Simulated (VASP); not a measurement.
Wanted: the native input for a VASP 6.6.1 run.

```yaml
Task: single point
Functional: PBEsol
Potentials_or_basis: VASP PAW PBE potentials, release 64 (Cd, Se)
Cutoff: 500 eV
k_mesh: 8 × 6 × 6
Occupations: gaussian, width 0.02 eV
Spin: no spin polarisation
Dipole_correction: no
Further_INCAR_settings: ALGO = Normal; EDIFF = 1e-06; NBANDS = 46
```

The structure of CdSe lies in POSCAR:

```
CdSe
1.0
    4.1608655519      0.0000000000      0.0000000000
    0.0000000000      6.7867482203      0.0000000000
    0.0000000000      0.0000000000      7.6556575420
Cd Se
4 4
Direct
    0.5000000000      0.0000000000      0.0000000000
    1.0000000000      0.5000000000      0.1666680000
    1.0000000000      0.0000000000      0.5000041000
    0.5000000000      0.5000000000      0.6666587000
    0.5000000000      0.6230000000      0.0000000000
    1.0000000000      0.1230000000      0.1666680000
    1.0000000000      0.6230000000      0.5000041000
    0.5000000000      0.1230000000      0.6666587000
```

One way to write it, as run:

INCAR

```
PREC = Accurate
ENCUT = 500
EDIFF = 1E-6
ISMEAR = 0
SIGMA = 0.02
LREAL = F
LASPH = T
NELM = 120
ALGO = Normal
ISIF = 2
LWAVE = F
LCHARG = F
GGA = PS
NBANDS = 46
GGA_COMPAT = F
```

KPOINTS

```
Automatic mesh
0
Gamma
  8 6 6
```

Potentials or basis: VASP PAW PBE potentials, release 64 (Cd, Se).

Command:

```sh
$ cat potpaw_PBE.64/Cd/POTCAR potpaw_PBE.64/Se/POTCAR > POTCAR
$ mpirun -np 1 vasp_std > vasp.out
```

Results of the run:

```yaml
Pressure: 2.9 GPa
Largest_force: 0.474 eV/Å
Band_gap_on_the_k_mesh: 0.54 eV
```

Caveat: the PAW data sets were made with another functional, which shifts forces and pressure a little.

Wall time 23 min on 1 thread of Intel Xeon 8259CL, on a shared host, peak memory 0.67 GiB.
